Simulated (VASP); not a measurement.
# Ir (Fm-3m) in VASP: a series of runs, part 2 of 3

VASP 6.6.1. Earlier steps stand in the parts before.

## Step 3: Single point, PBEsol (volume scaled by 1.04)

File INCAR:

```
ALGO = Normal
EDIFF = 1E-6
ENCUT = 520
GGA = PS
ISIF = 2
ISMEAR = -1
LASPH = True
LCHARG = True
LELF = True
LREAL = False
LVHAR = True
LWAVE = False
NBANDS = 10
NELM = 60
PREC = Accurate
SIGMA = 0.1
```

File KPOINTS:

```
k-points
0
Gamma
  23 23 23
```

File POSCAR:

```
Ir
1.0
    0.0000000000      1.9410215143      1.9410215143
    1.9410215143      0.0000000000      1.9410215143
    1.9410215143      1.9410215143      0.0000000000
Ir
1
Direct
    0.0000000000      0.0000000000      0.0000000000
```

Potentials or basis: VASP PAW PBE potentials, release 64 (Ir).

Started as:

```console
> cat potpaw_PBE.64/Ir/POTCAR > POTCAR
> mpirun -np 1 vasp_std > vasp.out
```

OUTCAR:

```text
EDIFF = 1E-6
   ENCUT = 520
   GGA = PS
   ISIF = 2
   ISMEAR = -1
   LASPH = True
   LREAL = False
   NELM = 60
   PREC = Accurate

 ion  position               nearest neighbor table
   1  0.000  0.000  0.000-

  LATTYP: Found a face centered cubic cell.
 ALAT       =     3.8820430286

  Lattice vectors:

 A1 = (   0.0000000000,   1.9410215143,   1.9410215143)
 A2 = (   1.9410215143,   0.0000000000,   1.9410215143)
 A3 = (   1.9410215143,   1.9410215143,   0.0000000000)

Analysis of symmetry for initial positions (statically):
=====================================================================
 Subroutine PRICEL returns:
 Original cell was already a primitive cell.

 Routine SETGRP: Setting up the symmetry group for a
 face centered cubic supercell.

 Subroutine GETGRP returns: Found 48 space group operations
 (whereof 48 operations were pure point group operations)
 out of a pool of 48 trial point group operations.

The static configuration has the point symmetry O_h .

Analysis of symmetry for dynamics (positions and initial velocities):
=====================================================================
 Subroutine PRICEL returns:
 Original cell was already a primitive cell.

 Routine SETGRP: Setting up the symmetry group for a
 face centered cubic supercell.

 Subroutine GETGRP returns: Found 48 space group operations
 (whereof 48 operations were pure point group operations)
 out of a pool of 48 trial point group operations.

The dynamic configuration has the point symmetry O_h .

 Subroutine INISYM returns: Found 48 space group operations
 (whereof 48 operations are pure point group operations),
 and found     1 'primitive' translations

----------------------------------------------------------------------------------------

                                     Primitive cell
[... 110 lines left out ...]
  volume/ion in A,a.u.               =      14.63        98.70
  Fermi-wavevector in a.u.,A,eV,Ry     =   1.392458  2.631363 26.380856  1.938938
  Thomas-Fermi vector in A             =   2.516198
   LORBIT       =      0    0 simple, 1 ext, 2 COOP (PROOUT), +10 PAW based schemes
   GGA     = PS    functional components
   LHFCALC =     F    Hartree Fock is set to
   AEXX    =    0.0000 exact exchange contribution
   IVDW    =     0    specifies the selected vdW correction
   LEPSILON=     F    determine dielectric tensor
   LRPA    =     F    only Hartree local field effects (RPA)
 non-spin polarized calculation
  energy-cutoff  :      520.00
  volume of cell :       14.63
 maximum number of plane-waves:       411
   NGX = 11   NGY = 11   NGZ = 11

 number of electron       9.0000000 magnetization

 Free energy of the ion-electron system (eV)
  ---------------------------------------------------
  ext. energy  EPLUGINS =         0.00000000
  ---------------------------------------------------
  free energy    TOTEN  =        -9.81334581 eV

  energy without entropy =       -9.78306222  energy(sigma->0) =       -9.79820402

 E-fermi :   9.6494     XC(G=0): -13.9071

 val. band max:        9.6302549486   @ k =   0.3043   0.1739   0.0000
 cond. band min:       9.6496662260   @ k =  -0.3043   0.3478   0.0435
 fundamental gap:      0.0194112775
 Fermi energy:         9.6494367902

 k-point     1 :       0.0000    0.0000    0.0000
  band No.  band energies     occupation
      1      -1.1569      2.00000
      2       5.9666      2.00000
      3       5.9666      2.00000
      4       5.9666      2.00000
      5       8.5414      1.99997
      6       8.5414      1.99997
      7      24.0567      0.00000
      8      29.4308      0.00000
      9      29.4308      0.00000
     10      29.4308      0.00000
[... 287 lines left out ...]
 k-point    24 :      -0.4783    0.0435    0.0000
  band No.  band energies     occupation
      1       1.9503      2.00000
      2       5.8165      2.00000
      3       5.9351      2.00000
      4       8.5797      1.99995
      5      10.4887      0.00045
      6      10.9483      0.00000
      7      16.5453      0.00000
      8      23.7141      0.00000
      9      28.9193      0.00000
     10      29.1347      0.00000

 [... further k-points ...]

------------------------ aborting loop because EDIFF is reached ----------------------------------------

  FORCE on cell =-STRESS in cart. coord.  units (eV):
  Direction    XX          YY          ZZ          XY          YZ          ZX
  --------------------------------------------------------------------------------------
  -------------------------------------------------------------------------------------
  Total       -1.1995409     -1.1995409     -1.1995409      0.0000000      0.0000000     -0.0000000
  in kB     -131.4027956   -131.4027956   -131.4027956      0.0000000      0.0000000     -0.0000000
  external PRESSURE =    -131.4027956 kB  Pullay stress =       0.0000000 kB

 VOLUME and BASIS-vectors are now :
 -----------------------------------------------------------------------------
  energy-cutoff  :      520.00
  volume of cell :       14.63
      direct lattice vectors                 reciprocal lattice vectors
     0.000000000  1.941021514  1.941021514    -0.257596320  0.257596320  0.257596320
     1.941021514  0.000000000  1.941021514     0.257596320 -0.257596320  0.257596320
     1.941021514  1.941021514  0.000000000     0.257596320  0.257596320 -0.257596320

 POSITION                                       TOTAL-FORCE (eV/Angst)
 -----------------------------------------------------------------------------------
      0.00000      0.00000      0.00000         0.000000      0.000000      0.000000
 -----------------------------------------------------------------------------------
    total drift:                                0.000000      0.000000      0.000000

  FREE ENERGIE OF THE ION-ELECTRON SYSTEM (eV)
  ---------------------------------------------------
  free  energy   TOTEN  =        -9.8133458095 eV

  energy  without entropy=       -9.7830622234  energy(sigma->0) =       -9.79820402
```

OSZICAR:

```text
N       E                     dE             d eps       ncg     rms          rms(c)
DAV:   1     0.471955492370E+02    0.47196E+02   -0.43453E+03  7346   0.814E+02
DAV:   2    -0.957201722883E+01   -0.56768E+02   -0.54045E+02  7448   0.197E+02
DAV:   3    -0.104580928654E+02   -0.88608E+00   -0.88349E+00  8436   0.299E+01
DAV:   4    -0.104663241197E+02   -0.82313E-02   -0.82300E-02  8274   0.268E+00
DAV:   5    -0.104664894428E+02   -0.16532E-03   -0.16532E-03  8284   0.366E-01    0.144E+01
DAV:   6    -0.990952306995E+01    0.55697E+00   -0.10589E+00  8166   0.123E+01    0.550E+00
DAV:   7    -0.982021542486E+01    0.89308E-01   -0.27893E-01  8616   0.574E+00    0.148E+00
DAV:   8    -0.981773198245E+01    0.24834E-02   -0.19685E-03  7804   0.440E-01    0.116E+00
DAV:   9    -0.981334756370E+01    0.43844E-02   -0.21950E-03  8038   0.670E-01    0.222E-02
DAV:  10    -0.981334396878E+01    0.35949E-05   -0.11749E-05 10296   0.340E-02    0.157E-02
DAV:  11    -0.981334576919E+01   -0.18004E-05   -0.98526E-07  6738   0.620E-03    0.123E-03
DAV:  12    -0.981334580954E+01   -0.40355E-07   -0.24908E-08  3896   0.179E-03
   1 F= -.98133458E+01 E0= -.97982040E+01  d E =-.302836E-01
```

It took 18 s on 1 thread of Intel Xeon 6975P-C (Granite Rapids), shared host; peak memory 0.17 GiB.

What came out:

```
Free energy : -9.8133 eV
Pressure    : -13.1 GPa
```

Caveat: the PAW data sets were made with another functional, which shifts forces and pressure a little; spin-orbit coupling is left out, which moves the levels of the heavy elements.

## Step 4: Single point, PBEsol (volume scaled by 1.08)

File INCAR:

```
SYSTEM = Ir
PREC = Accurate
ENCUT = 520
EDIFF = 1E-6
ISMEAR = -1
SIGMA = 0.1
LREAL = .False.
LASPH = .True.
NELM = 60
ALGO = Normal
ISIF = 2
LWAVE = .False.
LCHARG = .False.
GGA = PS
NBANDS = 10
```

File KPOINTS:

```
regular mesh
0
Gamma
  23 23 23
  0 0 0
```

File POSCAR:

```
Ir
1.0
    0.0000000000      1.9655940155      1.9655940155
    1.9655940155      0.0000000000      1.9655940155
    1.9655940155      1.9655940155      0.0000000000
Ir
1
Direct
    0.0000000000      0.0000000000      0.0000000000
```

Potentials or basis: VASP PAW PBE potentials, release 64 (Ir).

Started as:

```console
> cat potpaw_PBE.64/Ir/POTCAR > POTCAR
> mpirun -np 1 vasp_std > vasp.out
```

OUTCAR:

```text
SYSTEM = Ir
   PREC = Accurate
   ENCUT = 520
   EDIFF = 1E-6
   ISMEAR = -1
   LREAL = .False.
   LASPH = .True.
   NELM = 60
   ISIF = 2
   GGA = PS

 ion  position               nearest neighbor table
   1  0.000  0.000  0.000-

  LATTYP: Found a face centered cubic cell.
 ALAT       =     3.9311880310

  Lattice vectors:

 A1 = (   0.0000000000,   1.9655940155,   1.9655940155)
 A2 = (   1.9655940155,   0.0000000000,   1.9655940155)
 A3 = (   1.9655940155,   1.9655940155,   0.0000000000)

Analysis of symmetry for initial positions (statically):
=====================================================================
 Subroutine PRICEL returns:
 Original cell was already a primitive cell.

 Routine SETGRP: Setting up the symmetry group for a
 face centered cubic supercell.

 Subroutine GETGRP returns: Found 48 space group operations
 (whereof 48 operations were pure point group operations)
 out of a pool of 48 trial point group operations.

The static configuration has the point symmetry O_h .

Analysis of symmetry for dynamics (positions and initial velocities):
[... 161 lines left out ...]
 fundamental gap:      0.0167456951
 Fermi energy:         9.0236084503

 k-point     1 :       0.0000    0.0000    0.0000
  band No.  band energies     occupation
      1      -1.3843      2.00000
      2       5.5522      2.00000
      3       5.5522      2.00000
      4       5.5522      2.00000
      5       7.9760      1.99994
      6       7.9760      1.99994
      7      23.4894      0.00000
      8      28.6423      0.00000
      9      28.6423      0.00000
     10      28.6423      0.00000
[... 287 lines left out ...]
 k-point    24 :      -0.4783    0.0435    0.0000
  band No.  band energies     occupation
      1       1.7032      2.00000
      2       5.4167      2.00000
      3       5.5280      2.00000
      4       8.0588      1.99987
      5       9.8049      0.00081
      6      10.2625      0.00001
      7      15.5636      0.00000
      8      23.1290      0.00000
      9      27.9524      0.00000
     10      28.1715      0.00000

 [... further k-points ...]

------------------------ aborting loop because EDIFF is reached ----------------------------------------

  FORCE on cell =-STRESS in cart. coord.  units (eV):
  Direction    XX          YY          ZZ          XY          YZ          ZX
  --------------------------------------------------------------------------------------
  -------------------------------------------------------------------------------------
  Total       -2.2750600     -2.2750600     -2.2750600      0.0000000      0.0000000      0.0000000
  in kB     -239.9893585   -239.9893585   -239.9893585      0.0000000      0.0000000      0.0000000
  external PRESSURE =    -239.9893585 kB  Pullay stress =       0.0000000 kB

 VOLUME and BASIS-vectors are now :
 -----------------------------------------------------------------------------
  energy-cutoff  :      520.00
  volume of cell :       15.19
      direct lattice vectors                 reciprocal lattice vectors
     0.000000000  1.965594016  1.965594016    -0.254376029  0.254376029  0.254376029
     1.965594016  0.000000000  1.965594016     0.254376029 -0.254376029  0.254376029
     1.965594016  1.965594016  0.000000000     0.254376029  0.254376029 -0.254376029

 POSITION                                       TOTAL-FORCE (eV/Angst)
 -----------------------------------------------------------------------------------
      0.00000      0.00000      0.00000         0.000000      0.000000      0.000000
 -----------------------------------------------------------------------------------
    total drift:                               -0.000000      0.000000      0.000000

  FREE ENERGIE OF THE ION-ELECTRON SYSTEM (eV)
  ---------------------------------------------------
  free  energy   TOTEN  =        -9.7475971922 eV

  energy  without entropy=       -9.7147907417  energy(sigma->0) =       -9.73119397
```

OSZICAR:

```text
N       E                     dE             d eps       ncg     rms          rms(c)
DAV:   1     0.466987139765E+02    0.46699E+02   -0.43063E+03  7344   0.810E+02
DAV:   2    -0.949128661486E+01   -0.56190E+02   -0.53081E+02  7438   0.193E+02
DAV:   3    -0.104123938327E+02   -0.92111E+00   -0.91800E+00  8512   0.302E+01
DAV:   4    -0.104205442448E+02   -0.81504E-02   -0.81489E-02  8200   0.264E+00
DAV:   5    -0.104207093415E+02   -0.16510E-03   -0.16509E-03  8264   0.363E-01    0.130E+01
DAV:   6    -0.983717864804E+01    0.58353E+00   -0.11902E+00  8140   0.129E+01    0.481E+00
DAV:   7    -0.975413704685E+01    0.83042E-01   -0.27390E-01  8598   0.558E+00    0.149E+00
DAV:   8    -0.975153257323E+01    0.26045E-02   -0.19325E-03  7772   0.435E-01    0.114E+00
DAV:   9    -0.974759575761E+01    0.39368E-02   -0.19523E-03  8044   0.625E-01    0.151E-02
DAV:  10    -0.974759538269E+01    0.37492E-06   -0.10126E-05 10168   0.308E-02    0.152E-02
DAV:  11    -0.974759715200E+01   -0.17693E-05   -0.80549E-07  6428   0.566E-03    0.860E-04
DAV:  12    -0.974759719223E+01   -0.40232E-07   -0.20733E-08  3916   0.162E-03
   1 F= -.97475972E+01 E0= -.97311940E+01  d E =-.328065E-01
```

It took 21 s on 1 thread of Intel Xeon 6975P-C (Granite Rapids), shared host; peak memory 0.19 GiB.

Results:

```yaml
Free_energy: -9.7476 eV
Pressure: -24.0 GPa
```

Levels at points of the mesh, in eV from the Fermi level:
| k point | band 1 | band 2 | band 3 | band 4 | band 5 | band 6 | band 7 | band 8 | band 9 |
| --- | --- | --- | --- | --- | --- | --- | --- | --- | --- |
| (0.00, 0.00, 0.00) | -10.41 | -3.47 | -3.47 | -3.47 | -1.05 | -1.05 | 14.47 | 19.62 | 19.62 |

Caveat: the PAW data sets were made with another functional, which shifts forces and pressure a little; spin-orbit coupling is left out, which moves the levels of the heavy elements.

(Continued in part 3 of 3.)
